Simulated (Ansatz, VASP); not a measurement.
**WS2: VASP beside Ansatz**

The input INCAR:

```
PREC = Accurate
ENCUT = 520
EDIFF = 1E-6
ISMEAR = 0
SIGMA = 0.05
LREAL = F
LASPH = T
NELM = 80
ALGO = Normal
ISIF = 2
LWAVE = F
LCHARG = F
LDIPOL = T
IDIPOL = 3
DIPOL = 0.5 0.5 0.398
GGA = PE
IVDW = 12
NBANDS = 35
```

Contents of KPOINTS:

```
regular mesh
0
Gamma
  9 9 1
```

The input POSCAR:

```
WS2
1.0
    3.1595456749      0.0000000000      0.0000000000
   -1.5797728375      2.7362468188      0.0000000000
    0.0000000000      0.0000000000     23.8042574588
S W
4 2
Direct
    0.3333333333      0.6666666667      0.1890418135
    0.3333333333      0.6666666667      0.3214605094
    0.6666666667      1.3333333333      0.4743743319
    0.6666666667      1.3333333333      0.6067930278
    0.6666666667      0.3333333333      0.2552511583
    1.0000000000      1.0000000000      0.5405836767
```

Input for Ansatz:

```yaml
crystal:
  lattice:
    - [3.1595456749, 0.0, 0.0]
    - [-1.5797728375, 2.7362468188, 0.0]
    - [0.0, 0.0, 23.8042574588]
  atoms:
    - { symbol: S, position: [0.3333333333, 0.6666666667, 0.1890418135] }
    - { symbol: W, position: [0.6666666667, 0.3333333333, 0.2552511583] }
    - { symbol: S, position: [0.3333333333, 0.6666666667, 0.3214605094] }
    - { symbol: S, position: [0.6666666667, 1.3333333333, 0.4743743319] }
    - { symbol: W, position: [1.0, 1.0, 0.5405836767] }
    - { symbol: S, position: [0.6666666667, 1.3333333333, 0.6067930278] }
basis:
  ecutwfc: 420
kpoints:
  mp_grid: { grid: [9, 9, 1] }
hamiltonian:
  xc: pbe
  pseudopotentials: { kind: paw, azcp: { folder: soft_1 } }
  dispersion: d3bj
scf:
  occupations: { method: gaussian, width: 0.05 }
output:
  forces: true
  eigenvalues: true
efield:
  axis: 3
  dipole_correction: true
  ramp_width: 0.04
```

Alike in both runs: task single point; functional PBE; dispersion D3(BJ); k mesh 9 × 9 × 1; occupations gaussian, width 0.05 eV; no spin polarisation.

|  | VASP | Ansatz |
| --- | --- | --- |
| version | VASP 6.6.1 | Ansatz 0.2.0 |
| potentials or method | VASP PAW PBE potentials, release 64 (S, W_sv), cutoff 520 eV | scalar-relativistic, plane waves, PAW |
| valence electrons in the cell | 52 | 52 |

|  | VASP | Ansatz | Ansatz less VASP |
| --- | --- | --- | --- |
| gap on the k mesh at the Fermi level (eV) | 1.81 | 1.80 | -0.014 |
| least direct gap on the mesh (eV) | 1.91 | 1.91 | -0.003 |
| rms of the force components (eV/Å) | 0.030 | 0.029 | -0.0005 |

Neither program's run includes spin-orbit coupling.
